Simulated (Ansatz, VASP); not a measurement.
# ZnSe in VASP and in Ansatz

```
CELL_PARAMETERS angstrom
0.00000 2.57204 2.57204
2.57204 0.00000 2.57204
2.57204 2.57204 0.00000
ATOMIC_POSITIONS crystal
Se 0.00000 0.00000 0.00000
Zn 0.50000 0.50000 0.50000
```

Alike in both runs: task single point; functional PBE; k mesh 12 × 12 × 12; occupations gaussian, width 0.05 eV; no spin polarisation.

```csv
,VASP,Ansatz
version,VASP 6.6.1,Ansatz 0.2.0
potentials or method,"VASP PAW PBE potentials, release 64 (Se, Zn), cutoff 520 eV","scalar-relativistic, plane waves, PAW"
valence electrons in the cell,18,28
```

VASP gave:

| Item | Value |
| --- | --- |
| gap on the k mesh at the Fermi level (eV) | none |
| pressure (GPa) | 12.4 |

**Question.** What did Ansatz give for the same quantities?

**Answer.** gap on the k mesh at the Fermi level (eV): none; pressure (GPa): 12.1.

A gap of «none» marks a metal or a gap that the smearing closes. VASP's potentials hold 18 valence electrons a cell and Ansatz's 28, so a difference there can come from the potentials and not from the codes.
